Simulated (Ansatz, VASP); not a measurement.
# Two plane-wave programs on CaSe

Contents of INCAR:

```
PREC = Accurate ; ENCUT = 500
EDIFF = 1E-6 ; ISMEAR = 0
SIGMA = 0.02 ; LREAL = F
LASPH = T ; NELM = 120
ALGO = Normal ; ISIF = 2
LWAVE = F ; LCHARG = F
GGA = CA ; NBANDS = 15
GGA_COMPAT = F
```

The input KPOINTS:

```
Automatic mesh
0
Gamma
  8 8 8
```

The input POSCAR:

```
CaSe
1.0
    0.0000000000      2.8951827216      2.8951827216
    2.8951827216      0.0000000000      2.8951827216
    2.8951827216      2.8951827216      0.0000000000
Ca Se
1 1
Direct
    0.0000000000      0.0000000000      0.0000000000
    0.5000000000      0.5000000000      0.5000000000
```

Input for Ansatz:

```yaml
crystal:
  lattice:
    - [0.0, 2.8951827216, 2.8951827216]
    - [2.8951827216, 0.0, 2.8951827216]
    - [2.8951827216, 2.8951827216, 0.0]
  atoms:
    - { symbol: Ca, position: [0.0, 0.0, 0.0] }
    - { symbol: Se, position: [0.5, 0.5, 0.5] }
basis:
  ecutwfc: 420
kpoints:
  mp_grid: { grid: [8, 8, 8] }
  band_path:
    path:
      - [[0.0, 0.0, 0.0], [0.5, 0.0, 0.5], [0.625, 0.25, 0.625]]
      - [[0.375, 0.375, 0.75], [0.0, 0.0, 0.0], [0.5, 0.5, 0.5], [0.5, 0.25, 0.75], [0.5, 0.0, 0.5]]
    npoints: 10
hamiltonian:
  xc: lda
  pseudopotentials: { kind: paw, azcp: { folder: soft_1 } }
scf:
  occupations: { method: gaussian, width: 0.02 }
  n_extra_bands: 7
output:
  forces: true
  stress: true
  eigenvalues: true
```

Alike in both runs: task single point; functional LDA; k mesh 8 × 8 × 8; occupations gaussian, width 0.02 eV; no spin polarisation.

```csv
,VASP,Ansatz
version,VASP 6.6.1,Ansatz 0.2.0
potentials or method,"VASP PAW LDA potentials, release 64 (Ca_sv, Se), cutoff 500 eV","scalar-relativistic, plane waves, PAW"
valence electrons in the cell,16,26
```

```tsv
	VASP	Ansatz	Ansatz less VASP
gap on the k mesh at the Fermi level (eV)	1.70	1.71	+0.018
least direct gap on the mesh (eV)	2.70	2.71	+0.016
pressure (GPa)	0.3	0.0	-0.32
```

Ansatz warns that its potentials were made for another functional, while VASP's fit it. LDA's correlation is that of Perdew and Zunger in VASP and of Perdew and Wang (1992) in Ansatz. VASP's potentials hold 16 valence electrons a cell and Ansatz's 26, so a difference there can come from the potentials and not from the codes.
